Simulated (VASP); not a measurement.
Input of a VASP 6.6.1 run:

File INCAR:

```
SYSTEM = Rb
PREC = Accurate
ENCUT = 500
EDIFF = 1E-6
ISMEAR = 0
SIGMA = 0.1
LREAL = .False.
LASPH = .True.
NELM = 120
ALGO = Normal
ISIF = 2
LWAVE = .False.
LCHARG = .False.
GGA = PS
NBANDS = 10
GGA_COMPAT = .False.
```

File KPOINTS:

```
regular mesh
0
Gamma
  5 5 5
  0 0 0
```

File POSCAR:

```
Rb
1.0
    2.6818846759      0.0000000000      0.0000000000
    0.0000000000      2.6818846759      0.0000000000
    0.0000000000      0.0000000000      2.6818846759
Rb
1
Direct
    0.0000000000      0.0000000000      0.0000000000
```

Potentials or basis: VASP PAW PBE potentials, release 64 (Rb_sv).

Launch:

```bash
$ cat potpaw_PBE.64/Rb_sv/POTCAR > POTCAR
$ mpirun -np 1 vasp_std > vasp.out
```

Problem. What does it give for the pressure?

Solution. 46.7 GPa.

Caveat: the k points lie up to 0.47 Å⁻¹ apart; the PAW data sets were made with another functional, which shifts forces and pressure a little.
